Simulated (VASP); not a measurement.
Crystal: AlRu.

```
Ru Al
1.0
     2.97152    0.00000    0.00000
     0.00000    2.97152    0.00000
     0.00000    0.00000    2.97152
Ru Al
1 1
Direct
  0.50000 0.50000 0.50000
  0.00000 0.00000 0.00000
```

Base run:

* Program: VASP 6.6.1
* Functional: PBE
* Potentials or basis: VASP PAW PBE potentials, release 64 (Ru_pv, Al)
* Cutoff: 520 eV
* k mesh: 9 × 9 × 9
* Occupations: fermi-dirac, width 0.05 eV
* Spin: no spin polarisation

Its results: pressure 7.0 GPa.

Question: The run is repeated on the same cell with these changes: functional from PBE to LDA; potentials or basis from VASP PAW PBE potentials, release 64 (Ru_pv, Al) to VASP PAW LDA potentials, release 64 (Ru_pv, Al). What comes out?

Answer: Pressure -3.5 GPa.
